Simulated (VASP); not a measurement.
# Zn (P6_3/mmc) in VASP: notebook, part 3 of 3

VASP 6.6.1. Earlier steps stand in the parts before.

### Step 5. Single point, PBE

This run uses another cell than the first one: it holds 6 atoms, not 2.

Contents of INCAR:

```
PREC = Accurate
ENCUT = 520
EDIFF = 1E-6
ISMEAR = 0
SIGMA = 0.1
LREAL = False
LASPH = True
NELM = 100
ALGO = Fast
ISIF = 2
LWAVE = False
LCHARG = False
GGA = PE
NBANDS = 45
```

Contents of KPOINTS:

```
Automatic mesh
0
Gamma
  18 18 4
```

Contents of POSCAR:

```
Zn
1.0
    2.6312521408      0.0000000000      0.0000000000
   -1.3156260704      2.2787311977      0.0000000000
    0.0000000000      0.0000000000     15.4249050926
Zn
6
Direct
    0.0000000000      0.0000000000      0.0000000000
    0.3333333333      0.6666666667      0.1658304017
    0.6666666667      0.3333333333      0.3341695983
    0.0000000000      0.0000000000      0.5000000000
    0.6666666667      0.3333333333      0.6658304017
    0.3333333333      0.6666666667      0.8341695983
```

Potentials or basis: VASP PAW PBE potentials, release 64 (Zn).

Command:

```
$ cat potpaw_PBE.64/Zn/POTCAR > POTCAR
$ mpirun -np 1 vasp_std > vasp.out
```

OUTCAR:

```text
PREC = Accurate
   ENCUT = 520
   EDIFF = 1E-6
   ISMEAR = 0
   LREAL = False
   LASPH = True
   NELM = 100
   ISIF = 2
   GGA = PE

 ion  position               nearest neighbor table
   1  0.000  0.000  0.000-   2 2.98   6 2.98   2 2.98   6 2.98   2 2.98   6 2.98
   2  0.333  0.667  0.166-   1 2.98   1 2.98   1 2.98   3 3.01   3 3.01   3 3.01
   3  0.667  0.333  0.334-   4 2.98   4 2.98   4 2.98   2 3.01   2 3.01   2 3.01
   4  0.000  0.000  0.500-   3 2.98   5 2.98   3 2.98   5 2.98   3 2.98   5 2.98
   5  0.667  0.333  0.666-   4 2.98   4 2.98   4 2.98   6 3.01   6 3.01   6 3.01
   6  0.333  0.667  0.834-   1 2.98   1 2.98   1 2.98   5 3.01   5 3.01   5 3.01

  LATTYP: Found a hexagonal cell.
 ALAT       =     2.6312521408
 C/A-ratio  =     5.8621919403

  Lattice vectors:

 A1 = (   2.6312521408,   0.0000000000,   0.0000000000)
 A2 = (  -1.3156260704,   2.2787311977,   0.0000000000)
 A3 = (   0.0000000000,   0.0000000000,  15.4249050926)

Analysis of symmetry for initial positions (statically):
=====================================================================
 Subroutine PRICEL returns:
 Original cell was already a primitive cell.

 Routine SETGRP: Setting up the symmetry group for a
 hexagonal supercell.

 Subroutine GETGRP returns: Found 24 space group operations
 (whereof 12 operations were pure point group operations)
 out of a pool of 24 trial point group operations.

The static configuration has the point symmetry D_3h.
 The point group associated with its full space group is D_6h.

Analysis of symmetry for dynamics (positions and initial velocities):
=====================================================================
 Subroutine PRICEL returns:
 Original cell was already a primitive cell.

 Routine SETGRP: Setting up the symmetry group for a
 hexagonal supercell.

 Subroutine GETGRP returns: Found 24 space group operations
 (whereof 12 operations were pure point group operations)
 out of a pool of 24 trial point group operations.

The dynamic configuration has the point symmetry D_3h.
 The point group associated with its full space group is D_6h.

 Subroutine INISYM returns: Found 24 space group operations
 (whereof 12 operations are pure point group operations),
 and found     1 'primitive' translations

----------------------------------------------------------------------------------------

                                     Primitive cell

  volume of cell :      92.4864

  direct lattice vectors                    reciprocal lattice vectors
     2.631252141  0.000000000  0.000000000     0.380047197  0.219420351  0.000000000
    -1.315626070  2.278731198  0.000000000     0.000000000  0.438840703  0.000000000
     0.000000000  0.000000000 15.424905093     0.000000000  0.000000000  0.064830221

  length of vectors
     2.631252141  2.631252141 15.424905093     0.438840703  0.438840703  0.064830221

  position of ions in fractional coordinates (direct lattice)
     0.000000000  0.000000000  0.000000000
     0.333333333  0.666666667  0.165830402
     0.666666667  0.333333333  0.334169598
     0.000000000  0.000000000  0.500000000
     0.666666667  0.333333333  0.665830402
     0.333333333  0.666666667  0.834169598

  ion indices of the primitive-cell ions
[... 30 lines left out ...]
 ===========================================

 Found    111 irreducible k-points:

 Following reciprocal coordinates:
            Coordinates               Weight
  0.000000  0.000000  0.000000      1.000000
  0.055556 -0.000000  0.000000      6.000000
  0.111111 -0.000000  0.000000      6.000000
  0.166667  0.000000  0.000000      6.000000
  0.222222  0.000000  0.000000      6.000000
  0.277778  0.000000  0.000000      6.000000
[... 16 lines left out ...]
  0.333333  0.111111  0.000000     12.000000
  0.388889  0.111111  0.000000     12.000000
 [... further k-points ...]
   k-points           NKPTS =    111   k-points in BZ     NKDIM =    111   number of bands    NBANDS=     45
   number of dos      NEDOS =    301   number of ions     NIONS =      6
   total plane-waves  NPLWV =  48000
   dimension x,y,z NGX =    20 NGY =   20 NGZ =  120
   dimension x,y,z NGXF=    40 NGYF=   40 NGZF=  240
   ions per type =               6
   NGX,Y,Z   is equivalent  to a cutoff of  12.64, 12.64, 12.93 a.u.
   NGXF,Y,Z  is equivalent  to a cutoff of  25.27, 25.27, 25.87 a.u.
 SYSTEM =  unknown system
   PREC   = accura    normal or accurate (medium, high low for compatibility)
   ISTART =      0    job   : 0-new  1-cont  2-samecut
   ICHARG =      2    charge: 1-file 2-atom 10-const
   ISPIN  =      1    spin polarized calculation?
   LNONCOLLINEAR =      F non collinear calculations
   LSORBIT =      F    spin-orbit coupling
   LASPH  =      T    aspherical Exc in radial PAW
   ENCUT  =  520.0 eV  38.22 Ry    6.18 a.u.   4.89  4.89 28.68*2*pi/ulx,y,z
   NELM   =    100;   NELMIN=  2; NELMDL= -5     # of ELM steps
   EDIFF  = 0.1E-05   stopping-criterion for ELM
   LREAL  =      F    real-space projection
   EDIFFG = 0.1E-04   stopping-criterion for IOM
   NSW    =      0    number of steps for IOM
   IBRION =     -1    ionic relax: 0-MD 1-quasi-New 2-CG
   NFREE  =      0    steps in history (QN), initial steepest desc. (CG)
   ISIF   =      2    stress and relaxation
   ISYM   =      2    0-nonsym 1-usesym 2-fastsym
   POTIM  = 0.5000    time-step for ionic-motion
   TEBEG  =    0.0;   TEEND  =   0.0 temperature during run
   PSTRESS=    0.0 pullay stress
   NELECT =      72.0000    total number of electrons
   NUPDOWN=      -1.0000    fix difference up-down
   EMIN   =  10.00;   EMAX   =-10.00  energy-range for DOS
   EFERMI =   0.00;   METHOD = LEGACY
   ISMEAR =     0;   SIGMA  =   0.10  broadening in eV -4-tet -1-fermi 0-gaus
   EFERMI_NEDOS =   21; number of points for ismear=-14 and -15
   IALGO  =     68    algorithm
   IMIX   =      4    mixing-type and parameters
     AMIX     =   0.40;   BMIX     =  1.00
     AMIX_MAG =   1.60;   BMIX_MAG =  1.00
  volume/ion in A,a.u.               =      15.41       104.02
  Fermi-wavevector in a.u.,A,eV,Ry     =   1.506005  2.845936 30.858693  2.268050
  Thomas-Fermi vector in A             =   2.616779
   LORBIT       =      0    0 simple, 1 ext, 2 COOP (PROOUT), +10 PAW based schemes
   GGA     = PE    functional components
   LHFCALC =     F    Hartree Fock is set to
   AEXX    =    0.0000 exact exchange contribution
   IVDW    =     0    specifies the selected vdW correction
   LEPSILON=     F    determine dielectric tensor
   LRPA    =     F    only Hartree local field effects (RPA)
 non-spin polarized calculation
 RMM-DIIS sequential band-by-band and
 Gauss-broadening in eV      SIGMA  =   0.10
  energy-cutoff  :      520.00
  volume of cell :       92.49
 maximum number of plane-waves:      2544
 NGX is ok and might be reduce to    20

 number of electron      71.9999981 magnetization

 Free energy of the ion-electron system (eV)
  ---------------------------------------------------
  ext. energy  EPLUGINS =         0.00000000
  ---------------------------------------------------
  free energy    TOTEN  =        -6.58716535 eV

  energy without entropy =       -6.58078063  energy(sigma->0) =       -6.58397299

 E-fermi :   2.9322     XC(G=0): -11.4671

 val. band max:        2.9194299418   @ k =   0.0556   0.0556   0.2500
 cond. band min:       2.9527982502   @ k =   0.2222   0.0000   0.5000
 fundamental gap:      0.0333683085
 Fermi energy:         2.9322157954

 k-point     1 :       0.0000    0.0000    0.0000
  band No.  band energies     occupation
      1      -7.3024      2.00000
      2      -6.7599      2.00000
      3      -6.7072      2.00000
      4      -5.8197      2.00000
      5      -5.8061      2.00000
      6      -5.6617      2.00000
[... 1141 lines left out ...]
     44       9.0210      0.00000
     45       9.8698      0.00000

 [... further k-points ...]
[... 5 lines left out ...]
  --------------------------------------------------------------------------------------
  -------------------------------------------------------------------------------------
  Total        0.2483726      0.2483726      0.0861469      0.0000000      0.0000000      0.0000000
  in kB        4.3026524      4.3026524      1.4923549      0.0000000      0.0000000      0.0000000
  external PRESSURE =       3.3658865 kB  Pullay stress =       0.0000000 kB

 VOLUME and BASIS-vectors are now :
 -----------------------------------------------------------------------------
  energy-cutoff  :      520.00
  volume of cell :       92.49
      direct lattice vectors                 reciprocal lattice vectors
     2.631252141  0.000000000  0.000000000     0.380047197  0.219420351  0.000000000
    -1.315626070  2.278731198  0.000000000     0.000000000  0.438840703  0.000000000
     0.000000000  0.000000000 15.424905093     0.000000000  0.000000000  0.064830221

 POSITION                                       TOTAL-FORCE (eV/Angst)
 -----------------------------------------------------------------------------------
      0.00000      0.00000      0.00000         0.000000     -0.000000      0.000000
     -0.00000      1.51915      2.55792         0.000000      0.000000     -0.001287
      1.31563      0.75958      5.15453         0.000000     -0.000000      0.001287
      0.00000      0.00000      7.71245         0.000000      0.000000      0.000000
      1.31563      0.75958     10.27037         0.000000      0.000000     -0.001287
     -0.00000      1.51915     12.86699        -0.000000      0.000000      0.001287
 -----------------------------------------------------------------------------------
    total drift:                               -0.000000     -0.000000      0.000000

  FREE ENERGIE OF THE ION-ELECTRON SYSTEM (eV)
  ---------------------------------------------------
  free  energy   TOTEN  =        -6.5871653508 eV

  energy  without entropy=       -6.5807806293  energy(sigma->0) =       -6.58397299
```

Wall time 7.1 min (1 thread of Oxide Virtual Turin-like, shared host); peak memory 0.39 GiB.

What came out:

```
Free energy            : -6.5872 eV
Pressure               : 0.3 GPa
Band gap on the k mesh : zero (band 36 reaches 4.86 eV, above the bottom of band 37 at -0.60 eV)
```

### Step 6. Relaxation of cell and atoms, PBE

This run uses another cell than the first one: it holds 4 atoms, not 2.

Contents of INCAR:

```
SYSTEM = Zn
PREC = Accurate
ENCUT = 600
EDIFF = 1E-6
ISMEAR = 0
SIGMA = 0.1
LREAL = .FALSE.
LASPH = .TRUE.
NELM = 80
ALGO = Fast
ISIF = 3
LWAVE = .FALSE.
LCHARG = .FALSE.
GGA = PE
IBRION = 2
NSW = 65
EDIFFG = -0.01
```

Contents of KPOINTS:

```
regular mesh
0
G
  18 18 5
  0 0 0
```

Contents of POSCAR:

```
Zn
1.0
    2.6350410099      0.0000000000      0.0000000000
   -1.3175205050      2.2820124546      0.0000000000
    0.0000000000      0.0000000000     10.1839815856
Zn
4
Direct
    0.0000000000      0.0000000000      0.0000000000
    0.3333333333      0.6666666667      0.2500000000
    0.0000000000      0.0000000000      0.5000000000
    0.6666666667      0.3333333333      0.7500000000
```

Potentials or basis: VASP PAW PBE potentials, release 64 (Zn).

Command:

```
$ cat potpaw_PBE.64/Zn/POTCAR > POTCAR
$ mpirun -np 1 vasp_std > vasp.out
```

Run time: 43 min. Hardware: 1 thread of Oxide Virtual Turin-like, shared host; peak memory 0.3 GiB.

The run converged. Its results:

```yaml
Free_energy: -4.4155 eV
Relaxed_volume: 15.41 Å³/atom
Relaxed_cell: a = 2.638 Å, b = 2.638 Å, c = 10.233 Å, α = 90.00°, β = 90.00°, γ = 120.00°
Space_group_after_relaxing_to_0.05_Å: P6_3/mmc (No. 194)
Energy_gained_by_relaxing: 0.2 meV/atom
Ionic_steps: 19
Pressure_after_relaxing: 0.0 GPa
Band_gap_on_the_k_mesh: zero (band 24 reaches 4.82 eV, above the bottom of band 25 at -0.52 eV)
```

Step by step:
```
step  energy change (eV)  largest force (eV/Å)  pressure (GPa)  volume (Å³)
   1              0.0000                0.0000            0.26        61.24
   2             -0.0004                0.0000            0.15        61.46
   3             -0.0004                0.0000           -0.17        61.82
   4             -0.0005                0.0000           -0.05        61.65
   5             -0.0005                0.0000           -0.06        61.62
   6             -0.0005                0.0000           -0.05        61.54
   7             -0.0005                0.0000            0.06        61.50
   8             -0.0005                0.0000            0.15        61.53
   9             -0.0006                0.0000           -0.02        61.64
  10             -0.0006                0.0000            0.05        61.67
  11             -0.0006                0.0000           -0.11        61.74
  12             -0.0006                0.0000           -0.12        61.72
  13             -0.0006                0.0000           -0.11        61.70
  14             -0.0006                0.0000           -0.08        61.69
  15             -0.0006                0.0000           -0.26        61.66
  16             -0.0003                0.0000            0.23        61.58
  17             -0.0006                0.0000            0.07        61.64
  18             -0.0006                0.0000            0.14        61.65
  19             -0.0006                0.0000           -0.01        61.66
```

Final structure:
```yaml
crystal:
  lattice:
    - [2.63764, 0.00000, 0.00000]
    - [-1.31882, 2.28426, 0.00000]
    - [0.00000, 0.00000, 10.23340]
  atoms:
    - { symbol: Zn, position: [0.00000, 0.00000, 0.00000] }
    - { symbol: Zn, position: [0.33333, 0.66667, 0.25000] }
    - { symbol: Zn, position: [0.00000, 0.00000, 0.50000] }
    - { symbol: Zn, position: [0.66667, 0.33333, 0.75000] }
```

Levels at points of the mesh, in eV from the Fermi level:
```tsv
k point	band 21	band 22	band 23	band 24	band 25	band 26	band 27	band 28
(0.00, 0.00, 0.00)	-7.13	-7.05	-7.05	-3.71	-3.50	3.78	3.79	12.12
(0.50, 0.00, 0.00)	-2.56	-2.17	-1.70	-1.43	0.10	0.20	2.74	3.51
```

### Step 7. Summary

```tsv
task	cell	k mesh	cutoff (eV)	gap on the mesh (eV)	pressure (GPa)	relaxed volume (Å³/atom)
single point	a = 2.635, b = 2.635, c = 5.092 Å, angles 90.0, 90.0, 120.0°, 2 atoms	18 × 18 × 10	520	none	0.4	-
single point	a = 2.634, b = 2.634, c = 10.233 Å, angles 90.0, 90.0, 120.0°, 4 atoms	18 × 18 × 5	520	none	0.3	-
relaxation of cell and atoms	relaxed from a = 2.788, b = 2.788, c = 4.553 Å, angles 90.0, 90.0, 120.0°, 2 atoms	18 × 18 × 10	600	none	0.0	15.38
single point	a = 2.631, b = 2.631, c = 15.425 Å, angles 90.0, 90.0, 120.0°, 6 atoms	18 × 18 × 4	520	none	0.3	-
relaxation of cell and atoms	relaxed from a = 2.635, b = 2.635, c = 10.184 Å, angles 90.0, 90.0, 120.0°, 4 atoms	18 × 18 × 5	600	none	0.0	15.41
```

Alike in all rows: level PBE; potentials or basis VASP PAW PBE potentials, release 64 (Zn); no spin polarisation; smearing gaussian 0.1 eV.

Absolute energies hang on the potentials; compare differences alone.
